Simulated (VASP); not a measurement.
# ScAl3 (R-3m) in VASP: a series of runs

The runs below take ScAl3 through single point, with PBEsol.

Everything below comes from runs of VASP 6.6.1. Logs are shortened: lines on timing, memory, paths and dates and some standing lists are left out, and cuts for length are marked.

### 1 The cell of the first run

Symmetry: R-3m, No. 166, trigonal system. Conventional cell: a = 4.570 Å, b = 4.570 Å, c = 11.194 Å, α = 90.00°, β = 90.00°, γ = 120.00°. Within 3.0 Å of Sc (site symmetry -3m) lie 6 Al at 2.28 Å. Al (site symmetry 2/m) has 2 Sc at 2.28 Å and 4 Al at 2.28 Å within 3.0 Å.

### 2 Single point, PBEsol

Contents of INCAR:

```
SYSTEM = ScAl3
PREC     = Accurate       ! precision mode
ENCUT    = 520            ! plane-wave cutoff, eV
EDIFF    = 1E-6           ! SCF threshold, eV
ISMEAR   = 0              ! smearing method
SIGMA    = 0.15           ! smearing width, eV
LREAL    = .False.        ! projectors in reciprocal space
LASPH    = .True.         ! aspherical terms in the spheres
NELM     = 100            ! most SCF steps
ALGO     = Fast           ! electronic algorithm
ISIF     = 2              ! what is computed and relaxed
LWAVE    = .False.        ! write WAVECAR
LCHARG   = .True.         ! write CHGCAR
GGA      = PS             ! functional
LELF     = .True.         ! ELF
LVHAR    = .True.       
NBANDS   = 18             ! bands
```

Contents of KPOINTS:

```
Automatic mesh
0
Gamma
  14 14 14
  0 0 0
```

Contents of POSCAR:

```
ScAl3
1.0
    4.3085224709      1.0771306177      1.0771306177
    1.0771306177      4.3085224709      1.0771306177
    1.0771306177      1.0771306177      4.3085224709
Sc Al
1 3
Direct
    0.0000000000      0.0000000000      0.0000000000
    0.5000000000      0.0000000000      0.5000000000
    0.0000000000      0.5000000000      0.5000000000
    0.5000000000      0.5000000000      0.0000000000
```

Potentials or basis: VASP PAW PBE potentials, release 64 (Sc_sv, Al).

Command:

```
cat potpaw_PBE.64/Sc_sv/POTCAR potpaw_PBE.64/Al/POTCAR > POTCAR
mpirun -np 1 vasp_std > vasp.out
```

OUTCAR:

```text
SYSTEM = ScAl3
   PREC = Accurate
   ENCUT = 520
   EDIFF = 1E-6
   ISMEAR = 0
   LREAL = .False.
   LASPH = .True.
   NELM = 100
   ISIF = 2
   GGA = PS

 ion  position               nearest neighbor table
   1  0.000  0.000  0.000-   2 2.28   3 2.28   3 2.28   4 2.28   2 2.28   4 2.28
   2  0.500  0.000  0.500-   1 2.28   4 2.28   3 2.28   4 2.28   1 2.28   3 2.28
   3  0.000  0.500  0.500-   1 2.28   4 2.28   1 2.28   2 2.28   2 2.28   4 2.28
   4  0.500  0.500  0.000-   2 2.28   3 2.28   1 2.28   2 2.28   1 2.28   3 2.28

  LATTYP: Found a face centered cubic cell.
 ALAT       =     6.4627837063

  Lattice vectors:

 A1 = (   4.3085224709,   1.0771306177,   1.0771306177)
 A2 = (   1.0771306177,   4.3085224709,   1.0771306177)
 A3 = (   1.0771306177,   1.0771306177,   4.3085224709)

Analysis of symmetry for initial positions (statically):
=====================================================================
 Subroutine PRICEL returns:
 Original cell was already a primitive cell.

 Routine SETGRP: Setting up the symmetry group for a
 face centered cubic supercell.

 Subroutine GETGRP returns: Found 12 space group operations
 (whereof 12 operations were pure point group operations)
 out of a pool of 48 trial point group operations.

The static configuration has the point symmetry D_3d.

Analysis of symmetry for dynamics (positions and initial velocities):
=====================================================================
 Subroutine PRICEL returns:
 Original cell was already a primitive cell.

 Routine SETGRP: Setting up the symmetry group for a
 face centered cubic supercell.

 Subroutine GETGRP returns: Found 12 space group operations
 (whereof 12 operations were pure point group operations)
 out of a pool of 48 trial point group operations.

The dynamic configuration has the point symmetry D_3d.

 Subroutine INISYM returns: Found 12 space group operations
 (whereof 12 operations are pure point group operations),
 and found     1 'primitive' translations

----------------------------------------------------------------------------------------

                                     Primitive cell

  volume of cell :      67.4837

  direct lattice vectors                    reciprocal lattice vectors
     4.308522471  1.077130618  1.077130618     0.257886809 -0.051577362 -0.051577362
     1.077130618  4.308522471  1.077130618    -0.051577362  0.257886809 -0.051577362
     1.077130618  1.077130618  4.308522471    -0.051577362 -0.051577362  0.257886809

  length of vectors
     4.569878184  4.569878184  4.569878184     0.268003833  0.268003833  0.268003833

  position of ions in fractional coordinates (direct lattice)
     0.000000000  0.000000000  0.000000000
     0.500000000  1.000000000  0.500000000
     1.000000000  0.500000000  0.500000000
     0.500000000  0.500000000  1.000000000

  ion indices of the primitive-cell ions
   primitive index   ion index
                 1           1
                 2           2
                 3           3
                 4           4

----------------------------------------------------------------------------------------

 KPOINTS: Automatic mesh

Automatic generation of k-mesh.
 Grid dimensions read from file:
 generate k-points for:   14   14   14

 Generating k-lattice:

  Cartesian coordinates                     Fractional coordinates (reciprocal lattice)
     0.018420486 -0.003684097 -0.003684097     0.071428571 -0.000000000 -0.000000000
    -0.003684097  0.018420486 -0.003684097    -0.000000000  0.071428571 -0.000000000
    -0.003684097 -0.003684097  0.018420486    -0.000000000 -0.000000000  0.071428571

  Length of vectors
     0.019143131  0.019143131  0.019143131

  Shift w.r.t. Gamma in fractional coordinates (k-lattice)
     0.000000000  0.000000000  0.000000000

 Subroutine IBZKPT returns following result:
 ===========================================

 Found    288 irreducible k-points:

 Following reciprocal coordinates:
            Coordinates               Weight
  0.000000  0.000000  0.000000      1.000000
  0.071429  0.000000  0.000000      6.000000
  0.071429  0.071429  0.071429      2.000000
  0.142857 -0.000000  0.000000      6.000000
  0.142857  0.142857  0.142857      2.000000
  0.214286 -0.000000 -0.000000      6.000000
[... 16 lines left out ...]
  0.285714  0.071429 -0.000000     12.000000
  0.071429  0.071429 -0.214286      6.000000
 [... further k-points ...]
   k-points           NKPTS =    288   k-points in BZ     NKDIM =    288   number of bands    NBANDS=     18
   number of dos      NEDOS =    301   number of ions     NIONS =      4
   total plane-waves  NPLWV =  46656
   dimension x,y,z NGX =    36 NGY =   36 NGZ =   36
   dimension x,y,z NGXF=    72 NGYF=   72 NGZF=   72
   ions per type =               1   3
   NGX,Y,Z   is equivalent  to a cutoff of  13.10, 13.10, 13.10 a.u.
   NGXF,Y,Z  is equivalent  to a cutoff of  26.19, 26.19, 26.19 a.u.
 SYSTEM =  ScAl3
   PREC   = accura    normal or accurate (medium, high low for compatibility)
   ISTART =      0    job   : 0-new  1-cont  2-samecut
   ICHARG =      2    charge: 1-file 2-atom 10-const
   ISPIN  =      1    spin polarized calculation?
   LNONCOLLINEAR =      F non collinear calculations
   LSORBIT =      F    spin-orbit coupling
   LASPH  =      T    aspherical Exc in radial PAW
   ENCUT  =  520.0 eV  38.22 Ry    6.18 a.u.   8.50  8.50  8.50*2*pi/ulx,y,z
   NELM   =    100;   NELMIN=  2; NELMDL= -5     # of ELM steps
   EDIFF  = 0.1E-05   stopping-criterion for ELM
   LREAL  =      F    real-space projection
   EDIFFG = 0.1E-04   stopping-criterion for IOM
   NSW    =      0    number of steps for IOM
   IBRION =     -1    ionic relax: 0-MD 1-quasi-New 2-CG
   NFREE  =      0    steps in history (QN), initial steepest desc. (CG)
   ISIF   =      2    stress and relaxation
   ISYM   =      2    0-nonsym 1-usesym 2-fastsym
   POTIM  = 0.5000    time-step for ionic-motion
   TEBEG  =    0.0;   TEEND  =   0.0 temperature during run
   PSTRESS=    0.0 pullay stress
   NELECT =      20.0000    total number of electrons
   NUPDOWN=      -1.0000    fix difference up-down
   EMIN   =  10.00;   EMAX   =-10.00  energy-range for DOS
   EFERMI =   0.00;   METHOD = LEGACY
   ISMEAR =     0;   SIGMA  =   0.15  broadening in eV -4-tet -1-fermi 0-gaus
   EFERMI_NEDOS =   21; number of points for ismear=-14 and -15
   IALGO  =     68    algorithm
   IMIX   =      4    mixing-type and parameters
     AMIX     =   0.40;   BMIX     =  1.00
     AMIX_MAG =   1.60;   BMIX_MAG =  1.00
  volume/ion in A,a.u.               =      16.87       113.85
  Fermi-wavevector in a.u.,A,eV,Ry     =   1.091487  2.062611 16.209215  1.191344
  Thomas-Fermi vector in A             =   2.227733
   LORBIT       =      0    0 simple, 1 ext, 2 COOP (PROOUT), +10 PAW based schemes
   GGA     = PS    functional components
   LHFCALC =     F    Hartree Fock is set to
   AEXX    =    0.0000 exact exchange contribution
   IVDW    =     0    specifies the selected vdW correction
   LEPSILON=     F    determine dielectric tensor
   LRPA    =     F    only Hartree local field effects (RPA)
 non-spin polarized calculation
 RMM-DIIS sequential band-by-band and
 Gauss-broadening in eV      SIGMA  =   0.15
  energy-cutoff  :      520.00
  volume of cell :       67.48
 maximum number of plane-waves:      1841
 NGX is ok and might be reduce to    36

 number of electron      20.0000000 magnetization

 Free energy of the ion-electron system (eV)
  ---------------------------------------------------
  ext. energy  EPLUGINS =         0.00000000
  ---------------------------------------------------
  free energy    TOTEN  =        -9.74651507 eV

  energy without entropy =       -9.70496924  energy(sigma->0) =       -9.72574215

 E-fermi :   6.3018     XC(G=0): -10.1343

 val. band max:        6.3001843010   @ k =   0.4286   0.4286  -0.1429
 cond. band min:       6.3026859049   @ k =   0.0714   0.4286  -0.1429
 fundamental gap:      0.0025016039
 Fermi energy:         6.3018409327

 k-point     1 :       0.0000    0.0000    0.0000
  band No.  band energies     occupation
      1     -41.1380      2.00000
      2     -20.2568      2.00000
      3     -20.2568      2.00000
      4     -20.1048      2.00000
      5      -3.4084      2.00000
      6       3.3891      2.00000
[... 10 lines left out ...]
     17      11.1895      0.00000
     18      11.1895      0.00000

 k-point     2 :       0.0714    0.0000    0.0000
  band No.  band energies     occupation
      1     -41.1378      2.00000
      2     -20.2594      2.00000
      3     -20.2575      2.00000
      4     -20.1050      2.00000
      5      -3.3496      2.00000
      6       2.9479      2.00000
[... 10 lines left out ...]
     17      11.2926      0.00000
     18      11.9374      0.00000

 k-point     3 :       0.0714    0.0714    0.0714
  band No.  band energies     occupation
      1     -41.1379      2.00000
      2     -20.2569      2.00000
      3     -20.2569      2.00000
      4     -20.1055      2.00000
      5      -3.3724      2.00000
      6       3.3717      2.00000
[... 10 lines left out ...]
     17      11.2630      0.00000
     18      11.2630      0.00000

 k-point     4 :       0.1429   -0.0000    0.0000
  band No.  band energies     occupation
      1     -41.1372      2.00000
      2     -20.2668      2.00000
      3     -20.2595      2.00000
      4     -20.1056      2.00000
      5      -3.1748      2.00000
      6       2.3054      2.00000
[... 375 lines left out ...]
      4     -20.1095      2.00000
      5      -3.1103      2.00000
      6       2.8637      2.00000
[... 10 lines left out ...]
     17      11.6937      0.00000
     18      12.2793      0.00000

 k-point    23 :       0.2857    0.0714   -0.0000
  band No.  band energies     occupation
      1     -41.1357      2.00000
      2     -20.2841      2.00000
      3     -20.2651      2.00000
      4     -20.1076      2.00000
      5      -2.6211      2.00000
      6       1.2893      2.00000
[... 10 lines left out ...]
     17      12.3656      0.00000
     18      12.9019      0.00000

 k-point    24 :       0.0714    0.0714   -0.2143
  band No.  band energies     occupation
      1     -41.1354      2.00000
      2     -20.2886      2.00000
      3     -20.2660      2.00000
      4     -20.1068      2.00000
      5      -2.5623      2.00000
      6       1.1528      2.00000
[... 10 lines left out ...]
     17      12.3575      0.00000
     18      12.6961      0.00000

 [... further k-points ...]
[... 5 lines left out ...]
  --------------------------------------------------------------------------------------
  -------------------------------------------------------------------------------------
  Total       26.0245615     26.0245615     26.0245615    -16.0549121    -16.0549121    -16.0549121
  in kB      617.8671857    617.8671857    617.8671857   -381.1708167   -381.1708167   -381.1708167
  external PRESSURE =     617.8671857 kB  Pullay stress =       0.0000000 kB

 VOLUME and BASIS-vectors are now :
 -----------------------------------------------------------------------------
  energy-cutoff  :      520.00
  volume of cell :       67.48
      direct lattice vectors                 reciprocal lattice vectors
     4.308522471  1.077130618  1.077130618     0.257886809 -0.051577362 -0.051577362
     1.077130618  4.308522471  1.077130618    -0.051577362  0.257886809 -0.051577362
     1.077130618  1.077130618  4.308522471    -0.051577362 -0.051577362  0.257886809

 POSITION                                       TOTAL-FORCE (eV/Angst)
 -----------------------------------------------------------------------------------
      0.00000      0.00000      0.00000        -0.000000      0.000000     -0.000000
      2.69283      1.07713      2.69283         0.000000      0.000000     -0.000000
      1.07713      2.69283      2.69283        -0.000000      0.000000     -0.000000
      2.69283      2.69283      1.07713        -0.000000     -0.000000      0.000000
 -----------------------------------------------------------------------------------
    total drift:                                0.000000      0.000000      0.000000

  FREE ENERGIE OF THE ION-ELECTRON SYSTEM (eV)
  ---------------------------------------------------
  free  energy   TOTEN  =        -9.7465150687 eV

  energy  without entropy=       -9.7049692380  energy(sigma->0) =       -9.72574215
```

Run time: 5.2 min. Hardware: 1 thread of Intel Xeon 6975P-C, shared host; peak memory 0.46 GiB.

What came out:

- Free energy: -9.7465 eV
- Pressure: 61.8 GPa
- Band gap on the k mesh: zero (band 10 reaches 7.28 eV, above the bottom of band 11 at 5.96 eV)

Stress tensor (GPa, compression positive):
```
 61.79 -38.12 -38.12
-38.12  61.79 -38.12
-38.12 -38.12  61.79
```

Levels at points of the mesh, in eV from the Fermi level:
```
           k point  band 8  band 9  band 10  band 11  band 12  band 13
(0.00, 0.00, 0.00)   -2.13    0.31     0.39     1.03     1.03     1.09
(0.50, 0.00, 0.00)   -1.11   -0.50    -0.44    -0.07     0.70     2.38
(0.50, 0.50, 0.50)   -2.40   -2.40     0.58     0.58     1.76     1.76
(0.50, 0.50, 0.00)   -2.24   -1.75    -0.67    -0.33     1.80     3.04
```

Caveat: the PAW data sets were made with another functional, which shifts forces and pressure a little.

### 3 Single point, PBEsol

This run uses another cell than the first one, of the same volume but with other edges.

Contents of INCAR:

```
SYSTEM = ScAl3
ALGO = Fast ; EDIFF = 1E-6
ENCUT = 520 ; GGA = PS
ISIF = 2 ; ISMEAR = 0
LASPH = .True. ; LCHARG = .False.
LREAL = .False. ; LWAVE = .False.
NBANDS = 18 ; NELM = 100
PREC = Accurate ; SIGMA = 0.15
```

Contents of KPOINTS:

```
k-points
0
Gamma
  14 14 14
  0 0 0
```

Contents of POSCAR:

```
ScAl3
1.0
    4.1225083522     -0.4411540303     -0.4411540303
   -0.4411540303      4.1225083522     -0.4411540303
   -0.4411540303     -0.4411540303      4.1225083522
Sc Al
1 3
Direct
    0.0000000000      0.0000000000      0.0000000000
    0.5000000000      0.0000000000      0.5000000000
    0.0000000000      0.5000000000      0.5000000000
    0.5000000000      0.5000000000      0.0000000000
```

Potentials or basis: VASP PAW PBE potentials, release 64 (Sc_sv, Al).

Command:

```
cat potpaw_PBE.64/Sc_sv/POTCAR potpaw_PBE.64/Al/POTCAR > POTCAR
mpirun -np 1 vasp_std > vasp.out
```

Wall time 4 min (1 thread of Intel Xeon 6975P-C, shared host); peak memory 0.43 GiB.

It converged, with:

```yaml
Free_energy: -18.5581 eV
Pressure: 10.8 GPa
Band_gap_on_the_k_mesh: zero (band 10 reaches 7.59 eV, above the bottom of band 11 at 6.50 eV)
```

Stress tensor (GPa, compression positive):
```
10.83 12.04 12.04
12.04 10.83 12.04
12.04 12.04 10.83
```

Levels at points of the mesh, in eV from the Fermi level:
| k point | band 6 | band 7 | band 8 | band 9 | band 10 | band 11 | band 12 | band 13 | band 14 | band 15 |
| --- | --- | --- | --- | --- | --- | --- | --- | --- | --- | --- |
| (0.00, 0.00, 0.00) | -2.07 | -2.07 | -1.71 | -1.71 | -0.11 | 0.35 | 0.77 | 0.77 | 2.02 | 3.34 |
| (0.50, 0.00, 0.00) | -7.09 | -2.35 | -1.33 | -0.93 | -0.30 | 0.34 | 1.16 | 2.53 | 2.59 | 3.48 |
| (0.50, 0.50, 0.00) | -6.52 | -3.91 | -3.85 | -1.04 | -0.81 | 0.55 | 1.80 | 2.47 | 3.08 | 3.11 |
| (0.50, 0.50, 0.50) | -5.60 | -4.25 | -3.50 | -3.50 | -2.47 | 0.20 | 1.16 | 2.44 | 2.44 | 3.63 |

Caveat: the PAW data sets were made with another functional, which shifts forces and pressure a little.

### 4 Single point, PBEsol

This run uses another cell than the first one, of the same volume but with other edges.

Contents of INCAR:

```
PREC     = Accurate       # precision mode
ENCUT    = 520            # plane-wave cutoff, eV
EDIFF    = 1E-6           # SCF threshold, eV
ISMEAR   = 0              # smearing method
SIGMA    = 0.15           # smearing width, eV
LREAL    = False          # projectors in reciprocal space
LASPH    = True           # aspherical terms in the spheres
NELM     = 80             # most SCF steps
ALGO     = Fast           # electronic algorithm
ISIF     = 2              # what is computed and relaxed
LWAVE    = False          # write WAVECAR
LCHARG   = False          # write CHGCAR
GGA      = PS             # functional
NBANDS   = 18             # bands
```

Contents of KPOINTS:

```
Automatic mesh
0
Gamma
  14 14 14
```

Contents of POSCAR:

```
ScAl3
1.0
    4.1269231118      0.4961989665      0.4961989665
    0.4961989665      4.1269231118      0.4961989665
    0.4961989665      0.4961989665      4.1269231118
Sc Al
1 3
Direct
    0.0000000000      0.0000000000      0.0000000000
    0.5000000000      0.0000000000      0.5000000000
    0.0000000000      0.5000000000      0.5000000000
    0.5000000000      0.5000000000      0.0000000000
```

Command:

```
cat potpaw_PBE.64/Sc_sv/POTCAR potpaw_PBE.64/Al/POTCAR > POTCAR
mpirun -np 1 vasp_std > vasp.out
```

Run time: 3.9 min. Hardware: 1 thread of Intel Xeon 6975P-C, shared host; peak memory 0.43 GiB.

It converged, with:

* Free energy: -18.1181 eV
* Pressure: 17.7 GPa
* Band gap on the k mesh: zero (band 10 reaches 7.27 eV, above the bottom of band 11 at 5.49 eV)

Stress tensor (GPa, compression positive):
```
 17.75 -18.65 -18.65
-18.65  17.75 -18.65
-18.65 -18.65  17.75
```

Levels at points of the mesh, in eV from the Fermi level:
| k point | band 7 | band 8 | band 9 | band 10 | band 11 | band 12 | band 13 | band 14 |
| --- | --- | --- | --- | --- | --- | --- | --- | --- |
| (0.00, 0.00, 0.00) | -2.10 | -2.10 | -0.45 | -0.45 | 1.06 | 1.06 | 1.22 | 2.64 |
| (0.50, 0.00, 0.00) | -2.07 | -1.09 | -0.57 | -0.38 | 0.53 | 0.85 | 2.64 | 2.82 |
| (0.50, 0.50, 0.00) | -3.76 | -3.75 | -1.56 | -0.01 | 0.06 | 2.38 | 2.72 | 2.89 |
| (0.50, 0.50, 0.50) | -3.40 | -3.17 | -3.17 | -1.35 | -1.35 | 1.88 | 2.46 | 2.46 |

Caveat: the PAW data sets were made with another functional, which shifts forces and pressure a little.

### 5 The runs side by side

```csv
cell,gap on the mesh (eV),pressure (GPa)
"a = 4.570 Å, angles 60.0°, 4 atoms",none,61.8
"a = 4.169 Å, angles 101.4°, 4 atoms",none,10.8
"a = 4.186 Å, angles 75.7°, 4 atoms",none,17.7
```

Alike in all rows: task single point; level PBEsol; potentials or basis VASP PAW PBE potentials, release 64 (Sc_sv, Al); no spin polarisation; k mesh 14 × 14 × 14; cutoff (eV) 520; smearing gaussian 0.15 eV.

Caveats: the PAW data sets were made with another functional, which shifts forces and pressure a little.

Absolute energies hang on the potentials; compare differences alone.
